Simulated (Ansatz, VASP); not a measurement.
## Ta4H: VASP beside Ansatz

```
Ta H
1.0
     2.91861    0.00000    0.00000
    -1.45931    2.52759    0.00000
     0.00000    0.00000   10.39890
Ta H
4 1
Direct
  0.33333 0.66667 0.87041
  0.33333 0.66667 0.37601
  0.66667 0.33333 0.12959
  0.66667 0.33333 0.62399
  0.00000 0.00000 0.00000
```

Change from the starting cell: species swapped into the Co4H type (P-3m1, No. 164).

Alike in both runs: functional PBE; k mesh 12 × 12 × 4; occupations gaussian, width 0.1 eV; no spin polarisation.

Ansatz relaxed the structure, and its values are those at the end. VASP's run is a single point on that final structure, the one shown.

```csv
,VASP,Ansatz
version,VASP 6.6.1,Ansatz 0.2.0
potentials or method,"VASP PAW PBE potentials, release 64 (Ta_pv, H), cutoff 520 eV","scalar-relativistic, plane waves, PAW"
valence electrons in the cell,45,53
```

```csv
,VASP,Ansatz,Ansatz less VASP
gap on the k mesh at the Fermi level (eV),none,none,-
pressure (GPa),0.1,0.0,-0.06
```

A gap of «none» marks a metal or a gap that the smearing closes. The functional is the same, so the differences come from potentials, cutoffs and numerics. VASP's potentials hold 45 valence electrons a cell and Ansatz's 53, so a difference there can come from the potentials and not from the codes.

Neither program's run includes spin-orbit coupling.
